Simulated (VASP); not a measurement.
# ZnS (P6_3mc) in VASP: settings compared

The runs below take ZnS through vibrations by perturbation theory, equation of state, with PBEsol, LAK.

Everything below comes from runs of VASP 6.6.1. Logs are shortened: lines on timing, memory, paths and dates and some standing lists are left out, and cuts for length are marked.

### 1 The cell of the first run

The structure is hexagonal, space group P6_3mc (No. 186). The conventional cell has a = 3.811 Å, b = 3.811 Å, c = 6.234 Å, α = 90.00°, β = 90.00°, γ = 120.00°. Within 3.1 Å of Zn (site symmetry 3m) lie 4 S at 2.31 to 2.40 Å. Within 3.1 Å of S (site symmetry 3m) lie 4 Zn at 2.31 to 2.40 Å.

### 2 Vibrations by perturbation theory, PBEsol

The input, INCAR:

```
SYSTEM = ZnS
PREC = Accurate
ENCUT = 520
EDIFF = 1E-8
ISMEAR = 0
SIGMA = 0.01
LREAL = .False.
LASPH = .True.
NELM = 80
ALGO = Normal
ISIF = 2
LWAVE = .False.
LCHARG = .False.
GGA = PS
IBRION = 8
NSW = 1
LEPSILON = .True.
```

The input, KPOINTS:

```
Automatic mesh
0
Gamma
  7 7 4
  0 0 0
```

The input, POSCAR:

```
ZnS
1.0
    3.8110000000      0.0000000000      0.0000000000
   -1.9055000000      3.3004228138      0.0000000000
    0.0000000000      0.0000000000      6.2340000000
Zn S
2 2
Direct
    0.6666666667      0.3333333333      0.5000000000
    0.3333333333      0.6666666667      0.0000000000
    0.6666666667      0.3333333333      0.8850000000
    0.3333333333      0.6666666667      0.3850000000
```

Potentials or basis: VASP PAW PBE potentials, release 64 (Zn, S).

Run with:

```sh
cat potpaw_PBE.64/Zn/POTCAR potpaw_PBE.64/S/POTCAR > POTCAR
mpirun -np 1 vasp_std > vasp.out
```

OUTCAR:

```text
SYSTEM = ZnS
   PREC = Accurate
   ENCUT = 520
   EDIFF = 1E-8
   ISMEAR = 0
   LREAL = .False.
   LASPH = .True.
   NELM = 80
   ISIF = 2
   GGA = PS
   IBRION = 8
   NSW = 1
   LEPSILON = .True.

 ion  position               nearest neighbor table
   1  0.667  0.333  0.500-   4 2.31   4 2.31   4 2.31   3 2.40
   2  0.333  0.667  0.000-   3 2.31   3 2.31   3 2.31   4 2.40
   3  0.667  0.333  0.885-   2 2.31   2 2.31   2 2.31   1 2.40
   4  0.333  0.667  0.385-   1 2.31   1 2.31   1 2.31   2 2.40

  LATTYP: Found a hexagonal cell.
 ALAT       =     3.8110000000
 C/A-ratio  =     1.6357911309

  Lattice vectors:

 A1 = (   3.8110000000,   0.0000000000,   0.0000000000)
 A2 = (  -1.9055000000,   3.3004228138,   0.0000000000)
 A3 = (   0.0000000000,   0.0000000000,   6.2340000000)

Analysis of symmetry for initial positions (statically):
=====================================================================
 Subroutine PRICEL returns:
 Original cell was already a primitive cell.

 Routine SETGRP: Setting up the symmetry group for a
 hexagonal supercell.

 Subroutine GETGRP returns: Found 12 space group operations
 (whereof  6 operations were pure point group operations)
 out of a pool of 24 trial point group operations.

The static configuration has the point symmetry C_3v.
 The point group associated with its full space group is C_6v.

Analysis of symmetry for dynamics (positions and initial velocities):
=====================================================================
 Subroutine PRICEL returns:
 Original cell was already a primitive cell.

 Routine SETGRP: Setting up the symmetry group for a
 hexagonal supercell.

 Subroutine GETGRP returns: Found 12 space group operations
 (whereof  6 operations were pure point group operations)
 out of a pool of 24 trial point group operations.

The dynamic configuration has the point symmetry C_3v.
 The point group associated with its full space group is C_6v.

 Subroutine INISYM returns: Found 12 space group operations
 (whereof  6 operations are pure point group operations),
 and found     1 'primitive' translations

----------------------------------------------------------------------------------------

                                     Primitive cell

  volume of cell :      78.4107

  direct lattice vectors                    reciprocal lattice vectors
     3.811000000  0.000000000  0.000000000     0.262398321  0.151495741  0.000000000
    -1.905500000  3.300422814  0.000000000     0.000000000  0.302991482  0.000000000
     0.000000000  0.000000000  6.234000000     0.000000000  0.000000000  0.160410651

  length of vectors
     3.811000000  3.811000000  6.234000000     0.302991482  0.302991482  0.160410651

  position of ions in fractional coordinates (direct lattice)
     0.666666667  0.333333333  0.500000000
     0.333333333  0.666666667  0.000000000
     0.666666667  0.333333333  0.885000000
     0.333333333  0.666666667  0.385000000

  ion indices of the primitive-cell ions
   primitive index   ion index
                 1           1
[... 787 lines left out ...]
     0.34154  0.00000  0.00000
    -0.00000  0.34154  0.00000
     0.00000 -0.00000 -0.82328

[... ionic steps 4 to 9 ...]

--------------------------------------- Ionic step       10  -------------------------------------------

------------------------ aborting loop because EDIFF is reached ----------------------------------------

[... ionic steps 11 to 11 ...]

--------------------------------------- Ionic step       12  -------------------------------------------

 Free energy of the ion-electron system (eV)
  ---------------------------------------------------
  ---------------------------------------------------
  free energy    TOTEN  =        -0.12320945 eV

  energy without entropy =       -0.12320945

------------------------ aborting loop because EDIFF is reached ----------------------------------------

 INTERNAL STRAIN TENSOR  FOR ION    3  DIRECTION 3   (eV/Angst):
 -----------------------------------------------------------------------------
     3.47450 -0.00000  0.00000
    -0.00000  3.47450  0.00000
     0.00000  0.00000 -3.66089

 MACROSCOPIC STATIC DIELECTRIC TENSOR (including local field effects in DFT)
 ------------------------------------------------------
           6.133569    -0.000000     0.000000
           0.000000     6.133569    -0.000000
           0.000000     0.000000     6.137589
 ------------------------------------------------------

 PIEZOELECTRIC TENSOR (including local field effects)  for field in x, y, z        (e  Angst)
          XX          YY          ZZ          XY          YZ          ZX
  --------------------------------------------------------------------------------
  x     0.00000     0.00000     0.00000     0.00000     0.00000     1.68221
  y     0.00000    -0.00000     0.00000     0.00000     1.68221     0.00000
  z     1.67151     1.67151    -4.02915     0.00000     0.00000     0.00000

 PIEZOELECTRIC TENSOR (including local field effects)  for field in x, y, z        (C/m^2)
          XX          YY          ZZ          XY          YZ          ZX
  --------------------------------------------------------------------------------
  x     0.00000     0.00000     0.00000     0.00000     0.00000     0.34373
  y     0.00000    -0.00000     0.00000     0.00000     0.34373     0.00000
  z     0.34154     0.34154    -0.82328     0.00000     0.00000     0.00000

 BORN EFFECTIVE CHARGES (including local field effects) (in |e|, cummulative output)
 ---------------------------------------------------------------------------------
 ion    1
    1     1.95005     0.00000     0.00000
    2     0.00000     1.95005     0.00000
    3     0.00000     0.00000     2.04810
 ion    2
    1     1.95005     0.00000     0.00000
    2     0.00000     1.95005     0.00000
    3     0.00000    -0.00000     2.04810
 ion    3
    1    -1.95005     0.00000     0.00000
    2    -0.00000    -1.95005     0.00000
    3     0.00000    -0.00000    -2.04810
 ion    4
    1    -1.95005     0.00000     0.00000
    2    -0.00000    -1.95005     0.00000
    3     0.00000     0.00000    -2.04810

 INTERNAL STRAIN TENSOR FOR ION    4 for displacements in x,y,z  (eV/Angst):
          X           Y           Z          XY          YZ          ZX
  --------------------------------------------------------------------------------
  x     0.00000     0.00000     0.00000    -6.60842     0.00000     3.64298
  y    -6.60842     6.60842     0.00000    -0.00000     3.12251     0.00000
  z     3.47450     3.47450    -3.66089     0.00000     0.00000     0.00000

 SECOND DERIVATIVES (NOT SYMMETRIZED)
 ------------------------------------
               1X          1Y          1Z          2X          2Y          2Z          3X          3Y          3Z          4X          4Y          4Z
  1X    -6.494375    0.000000    0.000000   -0.166310   -0.000000    0.000000    0.339264    0.000000   -0.000000    6.321422    0.000000    0.000000
  1Y     0.000000   -6.494375    0.000000    0.000000   -0.166310    0.000000   -0.000000    0.339264    0.000000    0.000000    6.321422   -0.000000
  1Z     0.000000    0.000000   -5.825613    0.000000   -0.000000    1.672979    0.000000   -0.000000    2.569201    0.000000   -0.000000    1.583432
  2X    -0.166310   -0.000000   -0.000000   -6.494375    0.000000   -0.000000    6.321422    0.000000   -0.000000    0.339264    0.000000   -0.000000
  2Y     0.000000   -0.166310   -0.000000    0.000000   -6.494375   -0.000000    0.000000    6.321422    0.000000    0.000000    0.339264   -0.000000
  2Z     0.000000    0.000000    1.672979    0.000000   -0.000000   -5.825613    0.000000    0.000000    1.583432    0.000000    0.000000    2.569201
  3X     0.359180    0.000000    0.000000    6.339151    0.000000    0.000000   -7.232746    0.000000    0.000000    0.534415    0.000000   -0.000000
  3Y     0.000000    0.359180    0.000000    0.000000    6.339151    0.000000   -0.000000   -7.232746    0.000000   -0.000000    0.534415    0.000000
  3Z     0.000000    0.000000    2.588248    0.000000    0.000000    1.568417    0.000000    0.000000   -7.528848    0.000000    0.000000    3.372183
  4X     6.339151   -0.000000   -0.000000    0.359180   -0.000000    0.000000    0.534415    0.000000    0.000000   -7.232746   -0.000000    0.000000
  4Y     0.000000    6.339151   -0.000000    0.000000    0.359180   -0.000000   -0.000000    0.534415    0.000000   -0.000000   -7.232746    0.000000
  4Z     0.000000    0.000000    1.568417    0.000000    0.000000    2.588248    0.000000    0.000000    3.372183    0.000000   -0.000000   -7.528848

 Eigenvectors and eigenvalues of the dynamical matrix
 ----------------------------------------------------

   1 f  =    9.143346 THz    57.449337 2PiTHz  304.989194 cm-1    37.813824 meV
             X         Y         Z           dx          dy          dz
      1.905500  1.100141  3.117000     0.000000    0.000000   -0.067787
     -0.000000  2.200282  0.000000    -0.000000   -0.000000    0.067787
      1.905500  1.100141  5.517090     0.000000    0.000000    0.703850
     -0.000000  2.200282  2.400090    -0.000000   -0.000000   -0.703850
[... 71 lines left out ...]
  12 f/i=    0.011528 THz     0.072431 2PiTHz    0.384524 cm-1     0.047675 meV
             X         Y         Z           dx          dy          dz
      1.905500  1.100141  3.117000    -0.556541   -0.162382    0.000000
     -0.000000  2.200282  0.000000    -0.556541   -0.162382    0.000000
      1.905500  1.100141  5.517090    -0.388634   -0.113392    0.000000
     -0.000000  2.200282  2.400090    -0.388634   -0.113392    0.000000

--------------------------------------------------------------------------------------------------------

 MACROSCOPIC STATIC DIELECTRIC TENSOR IONIC CONTRIBUTION
 ------------------------------------------------------
           2.627645    -0.000000    -0.000000
          -0.000000     2.627645    -0.000000
          -0.000000    -0.000000     4.660041
 ------------------------------------------------------

 ELASTIC MODULI CONTR FROM IONIC RELAXATION (kBar)
 Direction    XX          YY          ZZ          XY          YZ          ZX
 --------------------------------------------------------------------------------
 XX        -348.3830    112.4773    124.4334     -0.0000     -0.0000      0.0000
 YY         112.4773   -348.3830    124.4334      0.0000      0.0000      0.0000
 ZZ         124.4334    124.4334   -131.2700      0.0000     -0.0000     -0.0000
 XY          -0.0000      0.0000      0.0000   -230.4302     -0.0000     -0.0000
 YZ          -0.0000      0.0000     -0.0000     -0.0000    -63.2838      0.0000
 ZX           0.0000      0.0000     -0.0000      0.0000      0.0000    -76.3764
 --------------------------------------------------------------------------------

 PIEZOELECTRIC TENSOR IONIC CONTR  for field in x, y, z        (C/m^2)
          XX          YY          ZZ          XY          YZ          ZX
  --------------------------------------------------------------------------------
  x     0.00000     0.00000    -0.00000    -0.00000     0.00000    -0.42154
  y    -0.00000     0.00000    -0.00000    -0.00000    -0.38371     0.00000
  z    -0.69762    -0.69762     0.73595    -0.00000     0.00000     0.00000
```

Wall time 34 min (1 thread of Intel Xeon 8259CL, shared host); peak memory 0.51 GiB.

Results:

```
Electronic dielectric tensor (diagonal)                 : 6.13, 6.13, 6.14
Born charges (mean of the diagonal)                     : Zn +1.98; S -1.98 e
Highest phonon frequency at Γ, LO-TO splitting left out : 305 cm⁻¹
```

Phonon frequencies in cm⁻¹ (negative: imaginary):
| q point | frequencies |
| --- | --- |
| (0.000, 0.000, 0.000) | 0 0 0 74 74 175 229 291 291 295 295 305 |

Electronic dielectric tensor:
```
6.13 0.00 0.00
0.00 6.13 0.00
0.00 0.00 6.14
```

Born effective charge tensors (e):
atom 1, Zn
```
1.95 0.00 0.00
0.00 1.95 0.00
0.00 0.00 2.05
```
atom 2, Zn
```
1.95 0.00 0.00
0.00 1.95 0.00
0.00 0.00 2.05
```
atom 3, S
```
-1.95  0.00  0.00
 0.00 -1.95  0.00
 0.00  0.00 -2.05
```
atom 4, S
```
-1.95  0.00  0.00
 0.00 -1.95  0.00
 0.00  0.00 -2.05
```

Caveat: the cell stands under pressure or tension, which shifts response properties; the PAW data sets were made with another functional, which shifts forces and pressure a little.

### 3 Equation of state, LAK

The input, POSCAR.step1:

```
ZnS
1.0
    3.6930575849      0.0000000000      0.0000000000
   -1.8465287924      3.1982816861      0.0000000000
    0.0000000000      0.0000000000      6.0410708434
Zn S
2 2
Direct
    0.6666666667      0.3333333333      0.5000000000
    0.3333333333      0.6666666667      0.0000000000
    0.6666666667      0.3333333333      0.8850000000
    0.3333333333      0.6666666667      0.3850000000
```

The input, POSCAR.step2:

```
ZnS
1.0
    3.7332026603      0.0000000000      0.0000000000
   -1.8666013302      3.2330483413      0.0000000000
    0.0000000000      0.0000000000      6.1067398017
Zn S
2 2
Direct
    0.6666666667      0.3333333333      0.5000000000
    0.3333333333      0.6666666667      0.0000000000
    0.6666666667      0.3333333333      0.8850000000
    0.3333333333      0.6666666667      0.3850000000
```

The input, POSCAR.step3:

```
ZnS
1.0
    3.7725024184      0.0000000000      0.0000000000
   -1.8862512092      3.2670829302      0.0000000000
    0.0000000000      0.0000000000      6.1710259975
Zn S
2 2
Direct
    0.6666666667      0.3333333333      0.5000000000
    0.3333333333      0.6666666667      0.0000000000
    0.6666666667      0.3333333333      0.8850000000
    0.3333333333      0.6666666667      0.3850000000
```

The input, POSCAR.step4:

```
ZnS
1.0
    3.8110000000      0.0000000000      0.0000000000
   -1.9055000000      3.3004228138      0.0000000000
    0.0000000000      0.0000000000      6.2340000000
Zn S
2 2
Direct
    0.6666666667      0.3333333333      0.5000000000
    0.3333333333      0.6666666667      0.0000000000
    0.6666666667      0.3333333333      0.8850000000
    0.3333333333      0.6666666667      0.3850000000
```

The input, POSCAR.step5:

```
ZnS
1.0
    3.8487351274      0.0000000000      0.0000000000
   -1.9243675637      3.3331023927      0.0000000000
    0.0000000000      0.0000000000      6.2957267867
Zn S
2 2
Direct
    0.6666666667      0.3333333333      0.5000000000
    0.3333333333      0.6666666667      0.0000000000
    0.6666666667      0.3333333333      0.8850000000
    0.3333333333      0.6666666667      0.3850000000
```

The input, POSCAR.step6:

```
ZnS
1.0
    3.8857444663      0.0000000000      0.0000000000
   -1.9428722331      3.3651534204      0.0000000000
    0.0000000000      0.0000000000      6.3562663350
Zn S
2 2
Direct
    0.6666666667      0.3333333333      0.5000000000
    0.3333333333      0.6666666667      0.0000000000
    0.6666666667      0.3333333333      0.8850000000
    0.3333333333      0.6666666667      0.3850000000
```

The input, POSCAR.step7:

```
ZnS
1.0
    3.9220619401      0.0000000000      0.0000000000
   -1.9610309701      3.3966052753      0.0000000000
    0.0000000000      0.0000000000      6.4156741366
Zn S
2 2
Direct
    0.6666666667      0.3333333333      0.5000000000
    0.3333333333      0.6666666667      0.0000000000
    0.6666666667      0.3333333333      0.8850000000
    0.3333333333      0.6666666667      0.3850000000
```

The input, INCAR:

```
SYSTEM = ZnS
METAGGA = LAK
ISMEAR = 0
SIGMA = 0.03
LWAVE = .FALSE.
LCHARG = .FALSE.
ISIF = 2
NSW = 0
ENCUT = 640
PREC = Accurate
LASPH = .TRUE.
LREAL = .FALSE.
ALGO = Normal
EDIFF = 1E-7
NELM = 120
GGA_COMPAT = .FALSE.
EFERMI = MIDGAP
LMIXTAU = .TRUE.
KPAR = 2
```

The input, KPOINTS:

```
k-points
0
Gamma
  7 7 4
```

Potentials or basis: VASP PAW PBE potentials, release 64 (Zn_sv_GW, S_GW).

Run with:

```sh
cat potpaw_PBE.64/Zn_sv_GW/POTCAR potpaw_PBE.64/S_GW/POTCAR > POTCAR
cp POSCAR.step1 POSCAR
mpirun -np 2 vasp_std > vasp.out
cp POSCAR.step2 POSCAR
mpirun -np 2 vasp_std > vasp.out
cp POSCAR.step3 POSCAR
mpirun -np 2 vasp_std > vasp.out
cp POSCAR.step4 POSCAR
mpirun -np 2 vasp_std > vasp.out
cp POSCAR.step5 POSCAR
mpirun -np 2 vasp_std > vasp.out
cp POSCAR.step6 POSCAR
mpirun -np 2 vasp_std > vasp.out
cp POSCAR.step7 POSCAR
mpirun -np 2 vasp_std > vasp.out
```

Run time: 26 min. Hardware: 2 MPI ranks of Intel Xeon Platinum 8375C at 2.90GHz (Ice Lake), shared host; peak memory 0.3 GiB.

The run converged. Its results:

```yaml
Equilibrium_volume: 20.51 Å³/atom
Bulk_modulus_at_fixed_shape_and_positions: 79 GPa
Pressure_derivative_of_the_bulk_modulus: 3.3
```

Energy against volume, from the lowest point:
```
volume (Å³/atom)  energy (meV/atom)
          17.838             103.71
          18.427              59.87
          19.015              29.05
          19.603               9.70
          20.191               0.00
          20.779               0.06
          21.367               7.26
```

Caveat: the cell was scaled at fixed shape and fractional positions, which overstates the stiffness of a crystal with free parameters, most of all of layers and chains; the PAW data sets were made with another functional, which shifts forces and pressure a little.
